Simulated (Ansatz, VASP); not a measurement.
CdTe: VASP beside Ansatz

Contents of INCAR:

```
SYSTEM = CdTe
ALGO = Normal
EDIFF = 1E-8
ENCUT = 520
GGA = PE
ISIF = 2
ISMEAR = -1
LASPH = .TRUE.
LCHARG = .FALSE.
LEFG = .TRUE.
LREAL = .FALSE.
LWAVE = .FALSE.
NBANDS = 26
NELM = 80
PREC = Accurate
SIGMA = 0.05
```

The input KPOINTS:

```
k-points
0
G
  9 9 6
  0 0 0
```

File POSCAR:

```
CdTe
1.0
    3.0027164828     -3.0314359883      0.0000000000
    3.0027164828      3.0314359883      0.0000000000
    0.0000000000      0.0000000000      5.9663180922
Cd Te
2 2
Direct
    0.2770300000      0.7229700000      0.7500000000
    0.7229700000      0.2770300000      0.2500000000
    0.7661370000      0.2338630000      0.7500000000
    0.2338630000      0.7661370000      0.2500000000
```

Input for Ansatz:

```yaml
crystal:
  lattice:
    - [3.0027164828, -3.0314359883, 0.0]
    - [3.0027164828, 3.0314359883, 0.0]
    - [0.0, 0.0, 5.9663180922]
  atoms:
    - { symbol: Cd, position: [0.27703, 0.72297, 0.75] }
    - { symbol: Cd, position: [0.72297, 0.27703, 0.25] }
    - { symbol: Te, position: [0.766137, 0.233863, 0.75] }
    - { symbol: Te, position: [0.233863, 0.766137, 0.25] }
kpoints:
  mp_grid: { grid: [9, 9, 6] }
scf:
  occupations: { method: fermi_dirac, width: 0.05 }
hamiltonian:
  xc: pbe
  pseudopotentials: { kind: all_electron, datasets: crystal }
output:
  forces: true
  stress: true
  eigenvalues: true
  efg: { contact_densities: true }
```

Change from the starting cell: volume scaled by 0.94, crystal datasets.

Alike in both runs: task electric field gradients; functional PBE; k mesh 9 × 9 × 6; occupations fermi-dirac, width 0.05 eV; no spin polarisation.

```csv
,VASP,Ansatz
version,VASP 6.6.1,Ansatz 0.2.0
potentials or method,"VASP PAW PBE potentials, release 64 (Cd, Te), cutoff 520 eV","all-electron PAW with datasets made for the crystal, scalar-relativistic"
```

```csv
,VASP,Ansatz,Ansatz less VASP
pressure (GPa),3.2,3.0,-0.19
"traceless stress, the component that is largest in VASP (GPa)",0.39,0.38,-0.010
rms of the force components (eV/Å),0.035,0.033,-0.0019
size of Vzz on the site where it differs most (V/Å²),8.0,8.6,+0.66
```

Atom by atom the forces differ by 0.003 eV/Å (rms over components). Ansatz ran all-electron here, and VASP with PAW potentials.

Neither program's run includes spin-orbit coupling.
